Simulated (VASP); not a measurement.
Wanted: the native input for a VASP 6.6.1 run.

```yaml
Task: single point
Functional: PBE-based screened hybrid
Potentials_or_basis: VASP PAW PBE potentials, release 64 (Mg, S)
Cutoff: 520 eV
k_mesh: 4 × 4 × 4
Occupations: gaussian, width 0.01 eV
Spin: no spin polarisation
Dipole_correction: no
Grid_for_exact_exchange_PRECFOCK: Normal
Share_of_exact_exchange: 0.1
Further_INCAR_settings: ALGO = Normal; EDIFF = 1e-06; NBANDS = 11
Screening_parameter: 0.3 1/Å
```

MgS (Niningerite):

```xyz
2
Lattice="0.0000 2.6015 2.6015 2.6015 0.0000 2.6015 2.6015 2.6015 0.0000" Properties=species:S:1:pos:R:3 pbc="T T T"
Mg    0.0000    0.0000    0.0000
S     2.6015    2.6015    2.6015
```

The input as run:

POSCAR

```
MgS
1.0
    0.0000000000      2.6015177399      2.6015177399
    2.6015177399      0.0000000000      2.6015177399
    2.6015177399      2.6015177399      0.0000000000
Mg S
1 1
Direct
    0.0000000000      0.0000000000      0.0000000000
    0.5000000000      0.5000000000      0.5000000000
```

INCAR.step1

```
  ALGO = Normal
  EDIFF = 1E-5
  ENCUT = 520
  GGA = PE
  GGA_COMPAT = F
  ISIF = 2
  ISMEAR = 0
  LASPH = T
  LREAL = F
  LWAVE = T
  NBANDS = 11
  NELM = 120
  PREC = Accurate
  SIGMA = 0.01
```

INCAR.step2

```
  AEXX = 0.1
  ALGO = Normal
  EDIFF = 1E-6
  ENCUT = 520
  GGA = PE
  GGA_COMPAT = F
  HFSCREEN = 0.3
  ISIF = 2
  ISMEAR = 0
  ISTART = 1
  LASPH = T
  LCHARG = T
  LELF = T
  LHFCALC = T
  LREAL = F
  LVHAR = T
  LWAVE = F
  NBANDS = 11
  NELM = 120
  PREC = Accurate
  PRECFOCK = Normal
  SIGMA = 0.01
```

KPOINTS

```
k-points
0
Gamma
  4 4 4
```

Potentials or basis: VASP PAW PBE potentials, release 64 (Mg, S).

Launch:

```sh
$ cat potpaw_PBE.64/Mg/POTCAR potpaw_PBE.64/S/POTCAR > POTCAR
$ cp INCAR.step1 INCAR
$ mpirun -np 1 vasp_std > vasp.out
$ cp INCAR.step2 INCAR
$ mpirun -np 1 vasp_std > vasp.out
```

Results of the run:

```yaml
Pressure: 0.6 GPa
Band_gap_on_the_k_mesh: 3.06 eV, indirect (least direct gap 4.05 eV)
```

Caveat: the k points lie up to 0.52 Å⁻¹ apart; the PAW data sets were made with another functional, which shifts forces and pressure a little.

Wall time 96 s on 1 thread of AMD EPYC 7R13 Processor (Zen 3) (shared host), peak memory 0.24 GiB.
